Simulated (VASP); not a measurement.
MgS:

```
S Mg
1.0
     4.03462    0.00000    0.00000
    -2.01731    3.49409    0.00000
     0.00000    0.00000    6.43229
S Mg
2 2
Direct
  0.66667 0.33333 0.87924
  0.33333 0.66667 0.37924
  0.33333 0.66667 0.99575
  0.66667 0.33333 0.49575
```

Base run:

```yaml
Program: VASP 6.6.1
Functional: PBE
Potentials_or_basis: VASP PAW PBE potentials, release 64 (S, Mg)
Cutoff: 520 eV
k_mesh: 8 × 8 × 4
Occupations: fermi-dirac, width 0.05 eV
Spin: no spin polarisation
```

Its results: band gap on the k mesh 3.43 eV, direct; pressure 0.9 GPa; largest force 0.048 eV/Å.

**Question.** The run is repeated on the same cell with these changes: functional from PBE to LDA; potentials or basis from VASP PAW PBE potentials, release 64 (S, Mg) to VASP PAW LDA potentials, release 64 (S, Mg). What comes out?

**Answer.** Band gap on the k mesh 3.16 eV, direct; pressure -2.4 GPa; largest force 0.054 eV/Å.

